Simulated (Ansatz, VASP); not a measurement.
## Two plane-wave programs on TaN

```xyz
4
Lattice="2.9557 0.0000 0.0000 -1.4778 2.5597 0.0000 0.0000 0.0000 5.9142" Properties=species:S:1:pos:R:3 pbc="T T T"
Ta   -0.0507    0.0000    0.0000
Ta    0.0507    0.0000    2.9571
N     0.0000    1.7065    1.4786
N     1.4778    0.8532    4.4357
```

Change from the starting cell: mode 4 frozen in at -0.050 Å, equal normal strain along x and y +0.0133.

Alike in both runs: task single point; functional PBE; k mesh 15 × 15 × 8; occupations gaussian, width 0.15 eV; no spin polarisation.

```csv
,VASP,Ansatz
version,VASP 6.6.1,Ansatz 0.2.0
potentials or method,"VASP PAW PBE potentials, release 64 (Ta_pv, N), cutoff 520 eV","scalar-relativistic, plane waves, PAW"
valence electrons in the cell,32,36
```

|  | VASP | Ansatz | Ansatz less VASP |
| --- | --- | --- | --- |
| gap on the k mesh at the Fermi level (eV) | none | none | - |
| pressure (GPa) | -6.7 | -7.4 | -0.68 |
| traceless stress, the component that is largest in VASP (GPa) | 4.31 | 4.23 | -0.081 |
| rms of the force components (eV/Å) | 0.254 | 0.253 | -0.0012 |

Atom by atom the forces differ by 0.001 eV/Å (rms over components). A gap of «none» marks a metal or a gap that the smearing closes. VASP's potentials hold 32 valence electrons a cell and Ansatz's 36, so a difference there can come from the potentials and not from the codes.

Spin-orbit coupling is off throughout.
